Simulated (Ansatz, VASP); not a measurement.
## SiC: VASP beside Ansatz

The input INCAR:

```
PREC = Accurate
ENCUT = 520
EDIFF = 1E-6
ISMEAR = -1
SIGMA = 0.02
LREAL = F
LASPH = T
NELM = 100
ALGO = Normal
ISIF = 2
LWAVE = F
LCHARG = F
GGA = PE
NBANDS = 11
```

File KPOINTS:

```
Automatic mesh
0
Gamma
  10 10 10
```

POSCAR

```
SiC
1.0
    0.0000000000      2.0138692214      2.0138692214
    2.0138692214      0.0000000000      2.0138692214
    2.0138692214      2.0138692214      0.0000000000
Si C
1 1
Direct
    0.0000000000      0.0000000000      0.0000000000
    0.5000000000      0.5000000000      0.5000000000
```

Input for Ansatz:

```yaml
crystal:
  lattice:
    - [0.0, 2.0138692214, 2.0138692214]
    - [2.0138692214, 0.0, 2.0138692214]
    - [2.0138692214, 2.0138692214, 0.0]
  atoms:
    - { symbol: Si, position: [0.0, 0.0, 0.0] }
    - { symbol: C, position: [0.5, 0.5, 0.5] }
kpoints:
  mp_grid: { grid: [10, 10, 10] }
  band_path:
    path:
      - [[0.0, 0.0, 0.0], [0.5, 5.376548514093e-35, 0.5], [0.625, 0.25, 0.625]]
      - [[0.375, 0.375, 0.75], [0.0, 0.0, 0.0], [0.5, 0.5, 0.5], [0.5, 0.25, 0.75], [0.5, 5.376548514093e-35, 0.5]]
    npoints: 10
hamiltonian:
  xc: pbe
scf:
  occupations: { method: fermi_dirac, width: 0.02 }
  n_extra_bands: 4
output:
  forces: true
  stress: true
  eigenvalues: true
```

Alike in both runs: task single point; functional PBE; k mesh 10 × 10 × 10; occupations fermi-dirac, width 0.02 eV; no spin polarisation.

|  | VASP | Ansatz |
| --- | --- | --- |
| version | VASP 6.6.1 | Ansatz 0.2.0 |
| potentials or method | VASP PAW PBE potentials, release 64 (Si, C) | plane waves, PAW |
| plane-wave cutoff (eV) | 520 | 420 |
| valence electrons in the cell | 8 | 8 |

|  | VASP | Ansatz | Ansatz less VASP |
| --- | --- | --- | --- |
| pressure (GPa) | 5.6 | 5.4 | -0.19 |
